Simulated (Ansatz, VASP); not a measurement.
As: VASP beside Ansatz

File INCAR:

```
PREC     = Accurate       # precision mode
ENCUT    = 520            # plane-wave cutoff, eV
EDIFF    = 1E-6           # SCF threshold, eV
ISMEAR   = 0              # smearing method
SIGMA    = 0.02           # smearing width, eV
LREAL    = F              # projectors in reciprocal space
LASPH    = T              # aspherical terms in the spheres
NELM     = 100            # most SCF steps
ALGO     = Normal         # electronic algorithm
ISIF     = 2              # what is computed and relaxed
LWAVE    = F              # write WAVECAR
LCHARG   = F              # write CHGCAR
LDIPOL   = T            
IDIPOL   = 3            
DIPOL    = 0.5 0.5 0.500
GGA      = PE             # functional
IVDW     = 12             # dispersion correction
NBANDS   = 12             # bands
```

KPOINTS

```
regular mesh
0
Gamma
  9 9 1
```

File POSCAR:

```
As
1.0
    3.4630000000      0.0000000000      0.0000000000
   -1.7315000000      2.9990459733      0.0000000000
    0.0000000000      0.0000000000     28.5742413766
As
2
Direct
    0.3333333333      0.6666666667      0.4947680151
    0.6666666667      0.3333333333      0.5052319849
```

Input for Ansatz:

```yaml
crystal:
  lattice:
    - [3.463, 0.0, 0.0]
    - [-1.7315, 2.9990459733, 0.0]
    - [0.0, 0.0, 28.5742413766]
  atoms:
    - { symbol: As, position: [0.3333333333, 0.6666666667, 0.4947680151] }
    - { symbol: As, position: [0.6666666667, 0.3333333333, 0.5052319849] }
  periodic: [true, true, false]
basis:
  ecutwfc: 420
kpoints:
  mp_grid: { grid: [9, 9, 1] }
hamiltonian:
  xc: pbe
  dispersion: d3bj
scf:
  occupations: { method: gaussian, width: 0.02 }
output:
  forces: true
  stress: true
  eigenvalues: true
  write_density: true
  write_potential: true
  elf: true
  volumetric_format: npy
```

Alike in both runs: task single point; functional PBE; dispersion D3(BJ); k mesh 9 × 9 × 1; occupations gaussian, width 0.02 eV; no spin polarisation.

```csv
,VASP,Ansatz
version,VASP 6.6.1,Ansatz 0.2.0
potentials or method,"VASP PAW PBE potentials, release 64 (As), cutoff 520 eV","scalar-relativistic, plane waves, PAW"
valence electrons in the cell,10,30
```

```tsv
	VASP	Ansatz	Ansatz less VASP
gap on the k mesh at the Fermi level (eV)	none	none	-
rms of the force components (eV/Å)	2.396	2.366	-0.0304
```

Atom by atom the forces differ by 0.030 eV/Å (rms over components). A gap of «none» marks a metal or a gap that the smearing closes. VASP's potentials hold 10 valence electrons a cell and Ansatz's 30, so a difference there can come from the potentials and not from the codes.
